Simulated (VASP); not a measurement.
**Co: single point with revPBE**

Crystal: Co.

```xyz
1
Lattice="-1.3911 1.3911 1.3911 1.3911 -1.3911 1.3911 1.3911 1.3911 -1.3911" Properties=species:S:1:pos:R:3 pbc="T T T"
Co    0.0000    0.0000    0.0000
```

* Program: VASP 6.6.1
* Task: single point
* Functional: revPBE
* Potentials or basis: VASP PAW PBE potentials, release 64 (Co)
* Cutoff: 520 eV
* k mesh: 26 × 26 × 26
* Occupations: fermi-dirac, width 0.1 eV
* Spin: no spin polarisation
* Dipole correction: no
* Further INCAR settings: ALGO = Normal; EDIFF = 1e-07; NBANDS = 10

```json
{
  "Pressure": "-0.6 GPa"
}
```

Levels at points of the mesh, in eV from the Fermi level:
```
           k point  band 1  band 2  band 3  band 4  band 5  band 6  band 7  band 8  band 9  band 10
(0.00, 0.00, 0.00)   -8.77   -1.77   -1.77   -1.77   -0.27   -0.27   25.85   25.85   25.85    31.34
(0.50, 0.00, 0.00)   -4.51   -2.86   -0.31   -0.08    0.42    0.86    7.57   19.00   20.81    24.28
(0.50, 0.50, 0.50)   -4.16   -4.16    0.60    0.60    0.60   10.18   10.18   10.18   16.21    16.21
```

It took 92 s on 1 thread of AMD EPYC 7R43 64-Core Processor (Zen 3) (shared host), peak memory 0.13 GiB.

Caveat: the PAW data sets were made with another functional, which shifts forces and pressure a little; the run has no spin polarisation, though such a crystal can be magnetic. Spin polarisation is off, so any magnetic state and its effect on volume and gap are missing.
